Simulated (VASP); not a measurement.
# TiN (Fm-3m) in VASP: settings compared

TiN is run at these levels: revPBE+D3(BJ), PBEsol; tasks: single point.

Everything below comes from runs of VASP 6.6.1. Logs are shortened: lines on timing, memory, paths and dates and some standing lists are left out, and cuts for length are marked.

## Step 1: The cell of the first run

The structure is cubic, space group Fm-3m (No. 225). The conventional cell has a = 4.186 Å, b = 4.186 Å, c = 4.186 Å, α = 90.00°, β = 90.00°, γ = 90.00°. Within 2.8 Å of Ti (site symmetry m-3m) lie 6 N at 2.09 Å. N (site symmetry m-3m) has 6 Ti at 2.09 Å within 2.8 Å.

## Step 2: Single point, revPBE+D3(BJ)

File INCAR:

```
PREC     = Accurate       # precision mode
ENCUT    = 600            # plane-wave cutoff, eV
EDIFF    = 1E-6           # SCF threshold, eV
ISMEAR   = 0              # smearing method
SIGMA    = 0.1            # smearing width, eV
LREAL    = False          # projectors in reciprocal space
LASPH    = True           # aspherical terms in the spheres
NELM     = 120            # most SCF steps
ALGO     = Normal         # electronic algorithm
ISIF     = 2              # what is computed and relaxed
LWAVE    = False          # write WAVECAR
LCHARG   = True           # write CHGCAR
GGA      = RE             # functional
IVDW     = 12             # dispersion correction
LELF     = True           # ELF
LVHAR    = True         
NBANDS   = 16             # bands
GGA_COMPAT= False
```

File KPOINTS:

```
Automatic mesh
0
Gamma
  11 11 11
```

File POSCAR:

```
TiN
1.0
    0.0000000000      2.0929294594      2.0929294594
    2.0929294594      0.0000000000      2.0929294594
    2.0929294594      2.0929294594      0.0000000000
Ti N
1 1
Direct
    0.0000000000      0.0000000000      0.0000000000
    0.5000000000      0.5000000000      0.5000000000
```

Potentials or basis: VASP PAW PBE potentials, release 64 (Ti_sv, N).

The run is started by

```sh
$ cat potpaw_PBE.64/Ti_sv/POTCAR potpaw_PBE.64/N/POTCAR > POTCAR
$ mpirun -np 1 vasp_std > vasp.out
```

OUTCAR:

```text
PREC = Accurate
   ENCUT = 600
   EDIFF = 1E-6
   ISMEAR = 0
   LREAL = False
   LASPH = True
   NELM = 120
   ISIF = 2
   GGA = RE
   IVDW = 12
 IVDW          = 12

 ion  position               nearest neighbor table
   1  0.000  0.000  0.000-   2 2.09   2 2.09   2 2.09   2 2.09   2 2.09   2 2.09
   2  0.500  0.500  0.500-   1 2.09   1 2.09   1 2.09   1 2.09   1 2.09   1 2.09

  LATTYP: Found a face centered cubic cell.
 ALAT       =     4.1858589188

  Lattice vectors:

 A1 = (   0.0000000000,   2.0929294594,   2.0929294594)
 A2 = (   2.0929294594,   0.0000000000,   2.0929294594)
 A3 = (   2.0929294594,   2.0929294594,   0.0000000000)

Analysis of symmetry for initial positions (statically):
=====================================================================
 Subroutine PRICEL returns:
 Original cell was already a primitive cell.

 Routine SETGRP: Setting up the symmetry group for a
 face centered cubic supercell.

 Subroutine GETGRP returns: Found 48 space group operations
 (whereof 48 operations were pure point group operations)
 out of a pool of 48 trial point group operations.

The static configuration has the point symmetry O_h .

Analysis of symmetry for dynamics (positions and initial velocities):
=====================================================================
 Subroutine PRICEL returns:
 Original cell was already a primitive cell.

 Routine SETGRP: Setting up the symmetry group for a
 face centered cubic supercell.

 Subroutine GETGRP returns: Found 48 space group operations
 (whereof 48 operations were pure point group operations)
 out of a pool of 48 trial point group operations.

The dynamic configuration has the point symmetry O_h .

 Subroutine INISYM returns: Found 48 space group operations
 (whereof 48 operations are pure point group operations),
 and found     1 'primitive' translations

----------------------------------------------------------------------------------------

                                     Primitive cell

  volume of cell :      18.3355

  direct lattice vectors                    reciprocal lattice vectors
     0.000000000  2.092929459  2.092929459    -0.238899595  0.238899595  0.238899595
     2.092929459  0.000000000  2.092929459     0.238899595 -0.238899595  0.238899595
     2.092929459  2.092929459  0.000000000     0.238899595  0.238899595 -0.238899595

  length of vectors
     2.959849227  2.959849227  2.959849227     0.413786236  0.413786236  0.413786236

  position of ions in fractional coordinates (direct lattice)
     0.000000000  0.000000000  0.000000000
     0.500000000  0.500000000  0.500000000

  ion indices of the primitive-cell ions
   primitive index   ion index
                 1           1
                 2           2

----------------------------------------------------------------------------------------

 KPOINTS: Automatic mesh

Automatic generation of k-mesh.
 Grid dimensions read from file:
 generate k-points for:   11   11   11

 Generating k-lattice:

  Cartesian coordinates                     Fractional coordinates (reciprocal lattice)
    -0.021718145  0.021718145  0.021718145     0.090909091  0.000000000  0.000000000
     0.021718145 -0.021718145  0.021718145     0.000000000  0.090909091  0.000000000
     0.021718145  0.021718145 -0.021718145     0.000000000  0.000000000  0.090909091

  Length of vectors
     0.037616931  0.037616931  0.037616931

  Shift w.r.t. Gamma in fractional coordinates (k-lattice)
     0.000000000  0.000000000  0.000000000

 Subroutine IBZKPT returns following result:
 ===========================================

 Found     56 irreducible k-points:

 Following reciprocal coordinates:
            Coordinates               Weight
  0.000000  0.000000  0.000000      1.000000
  0.090909  0.000000  0.000000      8.000000
  0.181818  0.000000  0.000000      8.000000
  0.272727  0.000000  0.000000      8.000000
  0.363636  0.000000  0.000000      8.000000
  0.454545  0.000000  0.000000      8.000000
[... 16 lines left out ...]
 -0.272727  0.181818  0.000000     24.000000
 -0.181818  0.181818  0.000000     12.000000
 [... further k-points ...]
   k-points           NKPTS =     56   k-points in BZ     NKDIM =     56   number of bands    NBANDS=     16
   number of dos      NEDOS =    301   number of ions     NIONS =      2
   total plane-waves  NPLWV =  13824
   dimension x,y,z NGX =    24 NGY =   24 NGZ =   24
   dimension x,y,z NGXF=    48 NGYF=   48 NGZF=   48
   ions per type =               1   1
   NGX,Y,Z   is equivalent  to a cutoff of  13.48, 13.48, 13.48 a.u.
   NGXF,Y,Z  is equivalent  to a cutoff of  26.96, 26.96, 26.96 a.u.
 SYSTEM =  unknown system
   PREC   = accura    normal or accurate (medium, high low for compatibility)
   ISTART =      0    job   : 0-new  1-cont  2-samecut
   ICHARG =      2    charge: 1-file 2-atom 10-const
   ISPIN  =      1    spin polarized calculation?
   LNONCOLLINEAR =      F non collinear calculations
   LSORBIT =      F    spin-orbit coupling
   LASPH  =      T    aspherical Exc in radial PAW
   ENCUT  =  600.0 eV  44.10 Ry    6.64 a.u.   5.91  5.91  5.91*2*pi/ulx,y,z
   NELM   =    120;   NELMIN=  2; NELMDL= -5     # of ELM steps
   EDIFF  = 0.1E-05   stopping-criterion for ELM
   LREAL  =      F    real-space projection
   EDIFFG = 0.1E-04   stopping-criterion for IOM
   NSW    =      0    number of steps for IOM
   IBRION =     -1    ionic relax: 0-MD 1-quasi-New 2-CG
   NFREE  =      0    steps in history (QN), initial steepest desc. (CG)
   ISIF   =      2    stress and relaxation
   ISYM   =      2    0-nonsym 1-usesym 2-fastsym
   POTIM  = 0.5000    time-step for ionic-motion
   TEBEG  =    0.0;   TEEND  =   0.0 temperature during run
   PSTRESS=    0.0 pullay stress
   NELECT =      17.0000    total number of electrons
   NUPDOWN=      -1.0000    fix difference up-down
   EMIN   =  10.00;   EMAX   =-10.00  energy-range for DOS
   EFERMI =   0.00;   METHOD = LEGACY
   ISMEAR =     0;   SIGMA  =   0.10  broadening in eV -4-tet -1-fermi 0-gaus
   EFERMI_NEDOS =   21; number of points for ismear=-14 and -15
   IALGO  =     38    algorithm
   IMIX   =      4    mixing-type and parameters
     AMIX     =   0.40;   BMIX     =  1.00
     AMIX_MAG =   1.60;   BMIX_MAG =  1.00
  volume/ion in A,a.u.               =       9.17        61.87
  Fermi-wavevector in a.u.,A,eV,Ry     =   1.596344  3.016653 34.671929  2.548315
  Thomas-Fermi vector in A             =   2.694121
   LORBIT       =      0    0 simple, 1 ext, 2 COOP (PROOUT), +10 PAW based schemes
   GGA     = RE    functional components
   LHFCALC =     F    Hartree Fock is set to
   AEXX    =    0.0000 exact exchange contribution
   IVDW    =    12    specifies the selected vdW correction
   LEPSILON=     F    determine dielectric tensor
   LRPA    =     F    only Hartree local field effects (RPA)
 non-spin polarized calculation
 Gauss-broadening in eV      SIGMA  =   0.10
  energy-cutoff  :      600.00
  volume of cell :       18.34
 maximum number of plane-waves:       624
   NGX = 11   NGY = 11   NGZ = 11

 number of electron      16.9999997 magnetization

 Free energy of the ion-electron system (eV)
  ---------------------------------------------------
  ext. energy  EPLUGINS =         0.00000000
  ---------------------------------------------------
  free energy    TOTEN  =       -18.78249013 eV

  energy without entropy =      -18.77597995  energy(sigma->0) =      -18.77923504

 E-fermi :  12.1134     XC(G=0): -13.1582

 val. band max:       12.1090827337   @ k =  -0.1818   0.0909   0.0000
 cond. band min:      12.1404970755   @ k =   0.1818   0.0000   0.0000
 fundamental gap:      0.0314143419
 Fermi energy:        12.1133923613

 k-point     1 :       0.0000    0.0000    0.0000
  band No.  band energies     occupation
      1     -45.8265      2.00000
      2     -21.7264      2.00000
      3     -21.7264      2.00000
      4     -21.7264      2.00000
      5      -5.3246      2.00000
      6       9.9856      2.00000
[... 8 lines left out ...]
     15      25.3781      0.00000
     16      32.3575      0.00000

 k-point     2 :       0.0909    0.0000    0.0000
  band No.  band energies     occupation
      1     -45.8175      2.00000
      2     -21.7885      2.00000
      3     -21.7314      2.00000
      4     -21.7314      2.00000
      5      -5.1538      2.00000
      6       9.1207      2.00000
[... 8 lines left out ...]
     15      25.5166      0.00000
     16      32.1231      0.00000

 k-point     3 :       0.1818    0.0000    0.0000
  band No.  band energies     occupation
      1     -45.7933      2.00000
      2     -21.9521      2.00000
      3     -21.7448      2.00000
      4     -21.7448      2.00000
      5      -4.6771      2.00000
      6       7.5767      2.00000
[... 8 lines left out ...]
     15      25.5256      0.00000
     16      31.2280      0.00000

 k-point     4 :       0.2727    0.0000    0.0000
  band No.  band energies     occupation
      1     -45.7614      2.00000
      2     -22.1600      2.00000
      3     -21.7621      2.00000
      4     -21.7621      2.00000
      5      -3.9958      2.00000
      6       5.9956      2.00000
[... 8 lines left out ...]
     15      25.2976      0.00000
     16      29.6938      0.00000
[... 324 lines left out ...]
 k-point    22 :      -0.3636    0.1818    0.0000
  band No.  band energies     occupation
      1     -45.7041      2.00000
      2     -22.3476      2.00000
      3     -21.9451      2.00000
      4     -21.8047      2.00000
      5      -3.0364      2.00000
      6       4.5429      2.00000
[... 8 lines left out ...]
     15      25.0761      0.00000
     16      26.7890      0.00000

 k-point    23 :      -0.2727    0.1818    0.0000
  band No.  band energies     occupation
      1     -45.7238      2.00000
      2     -22.2535      2.00000
      3     -21.9305      2.00000
      4     -21.7748      2.00000
      5      -3.3853      2.00000
      6       5.0276      2.00000
[... 8 lines left out ...]
     15      24.7612      0.00000
     16      27.2845      0.00000

 k-point    24 :      -0.1818    0.1818    0.0000
  band No.  band energies     occupation
      1     -45.7508      2.00000
      2     -22.1355      2.00000
      3     -21.8762      2.00000
      4     -21.7503      2.00000
      5      -3.8869      2.00000
      6       5.8293      2.00000
[... 8 lines left out ...]
     15      25.0667      0.00000
     16      28.1007      0.00000

 [... further k-points ...]

------------------------ aborting loop because EDIFF is reached ----------------------------------------

 Edisp (eV)   -1.87184

 E8    (eV) :    -1.2830

  FORCE on cell =-STRESS in cart. coord.  units (eV):
  Direction    XX          YY          ZZ          XY          YZ          ZX
  --------------------------------------------------------------------------------------
  -------------------------------------------------------------------------------------
  Total       0.04714     0.04714     0.04714    -0.00000    -0.00000     0.00000
  in kB       4.11888     4.11888     4.11888    -0.00000    -0.00000     0.00000
  external pressure =        4.12 kB  Pullay stress =        0.00 kB

 VOLUME and BASIS-vectors are now :
 -----------------------------------------------------------------------------
  energy-cutoff  :      600.00
  volume of cell :       18.34
      direct lattice vectors                 reciprocal lattice vectors
     0.000000000  2.092929459  2.092929459    -0.238899595  0.238899595  0.238899595
     2.092929459  0.000000000  2.092929459     0.238899595 -0.238899595  0.238899595
     2.092929459  2.092929459  0.000000000     0.238899595  0.238899595 -0.238899595

 POSITION                                       TOTAL-FORCE (eV/Angst)
 -----------------------------------------------------------------------------------
      0.00000      0.00000      0.00000         0.000000      0.000000      0.000000
      2.09293      2.09293      2.09293        -0.000000     -0.000000     -0.000000
 -----------------------------------------------------------------------------------
    total drift:                                0.000000     -0.000000     -0.000000

  FREE ENERGIE OF THE ION-ELECTRON SYSTEM (eV)
  ---------------------------------------------------
  free  energy   TOTEN  =       -20.6543283273 eV

  energy  without entropy=      -20.6478181536  energy(sigma->0) =      -20.65107324
```

It took 17 s on 1 thread of Intel Xeon Platinum 8488C (Sapphire Rapids), shared host; peak memory 0.15 GiB.

What came out:

```yaml
Free_energy: -20.6543 eV
Pressure: 0.4 GPa
Band_gap_on_the_k_mesh: zero (an odd number of electrons rules out a gap without spin polarisation)
Dispersion_energy_per_atom: -0.936 eV
```

Levels at points of the mesh, in eV from the Fermi level:
```tsv
k point	band 7	band 8	band 9	band 10	band 11	band 12
(0.00, 0.00, 0.00)	-2.13	-2.13	-0.67	-0.67	-0.67	0.59
```

Caveat: the PAW data sets were made with another functional, which shifts forces and pressure a little.

[end of part 1 of 2]

The gap in the log of VASP goes by the Fermi energy; the results here count the filled bands.